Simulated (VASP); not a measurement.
Co:

```
CELL_PARAMETERS angstrom
2.42876 0.00000 0.00000
-1.21438 2.10337 0.00000
0.00000 0.00000 3.91775
ATOMIC_POSITIONS crystal
Co 0.66667 0.33333 0.25000
Co 0.33333 0.66667 0.75000
```

Base run:

```yaml
Program: VASP 6.6.1
Functional: LDA
Potentials_or_basis: VASP PAW LDA potentials, release 64 (Co)
Cutoff: 520 eV
k_mesh: 24 × 24 × 12
Occupations: gaussian, width 0.15 eV
Spin: collinear spin, ferromagnetic start
Starting_moments: "[1.1, 1.1] μB"
Fixed_moment: 2.2 μB
```

Its results: pressure -6.2 GPa; site moments Co +1.10 μB.

**Question.** The run is repeated on the same cell with these changes: fixed moment from 2.2 μB to 3.3 μB; moments at the start from [1.1, 1.1] to [1.65, 1.65]. What comes out?

**Answer.** Pressure 2.1 GPa; site moments Co +1.64 μB.

Caveats: the total moment is fixed, so each spin has its own Fermi level; the cell stands under tension (at least some runs).
